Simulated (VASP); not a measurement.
RbBr, 2 atoms in the cell. It takes space group Fm-3m (No. 225, cubic). Conventional cell: a = 6.850 Å, b = 6.850 Å, c = 6.850 Å, α = 90.00°, β = 90.00°, γ = 90.00°. Within 4.5 Å of Rb (site symmetry m-3m) lie 6 Br at 3.42 Å. Within 4.5 Å of Br (site symmetry m-3m) lie 6 Rb at 3.42 Å. 

| Item | Value |
| --- | --- |
| Program | VASP 6.6.1 |
| Task | single point |
| Functional | PBEsol |
| Potentials or basis | VASP PAW PBE potentials, release 64 (Rb_sv, Br) |
| Cutoff | 520 eV |
| k mesh | 6 × 6 × 6 |
| Occupations | gaussian, width 0.01 eV |
| Spin | non-collinear spin, zero start, spin-orbit coupling |
| Starting moments | [[0.0, 0.0, 0.0], [0.0, 0.0, 0.0]] μB |
| Dipole correction | no |
| Further INCAR settings | ALGO = Normal; EDIFF = 1e-06; NBANDS = 28 |

Potentials or basis: VASP PAW PBE potentials, release 64 (Rb_sv, Br).

Run with:

```console
$ cat potpaw_PBE.64/Rb_sv/POTCAR potpaw_PBE.64/Br/POTCAR > POTCAR
$ mpirun -np 1 vasp_ncl > vasp.out
```

Hardware: 1 thread of Intel(R) Xeon(R) 6975P-C (Granite Rapids) (shared host).

**Question.** How long does it take, and how much memory?

**Answer.** It took 62 s on 1 thread of Intel(R) Xeon(R) 6975P-C (Granite Rapids) (shared host), peak memory 0.4 GiB. Counts: scf iterations 14, k points 16.
